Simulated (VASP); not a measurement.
A run of VASP 6.6.1 is set up as follows.

The input INCAR:

```
SYSTEM = Pb
PREC = Accurate
ENCUT = 520
EDIFF = 1E-7
ISMEAR = -1
SIGMA = 0.1
LREAL = .False.
LASPH = .True.
NELM = 80
ALGO = Normal
ISIF = 2
LWAVE = .False.
LCHARG = .False.
GGA = CA
NBANDS = 21
```

Contents of KPOINTS:

```
Automatic mesh
0
Gamma
  12 12 7
  0 0 0
```

Contents of POSCAR:

```
Pb
1.0
    3.3426191308      0.0000000000      0.0000000000
   -1.6713095654      2.8947930824      0.0000000000
    0.0000000000      0.0000000000      5.4886952430
Pb
2
Direct
    0.3333333333      0.6666666667      0.2500000000
    0.6666666667      0.3333333333      0.7500000000
```

Potentials or basis: VASP PAW LDA potentials, release 64 (Pb_d).

Launch:

```console
$ cat potpaw_LDA.64/Pb_d/POTCAR > POTCAR
$ mpirun -np 1 vasp_std > vasp.out
```

Problem. What does it give for the band gap on the k mesh?

Solution. Zero (band 14 reaches 15.05 eV, above the bottom of band 15 at 6.36 eV).

Problem. What does it give for the pressure?

Solution. 5.7 GPa.

Stress tensor (GPa, compression positive):
```
5.91 0.00 0.00
0.00 5.91 0.00
0.00 0.00 5.33
```

Caveat: spin-orbit coupling is left out, which moves the levels of the heavy elements.
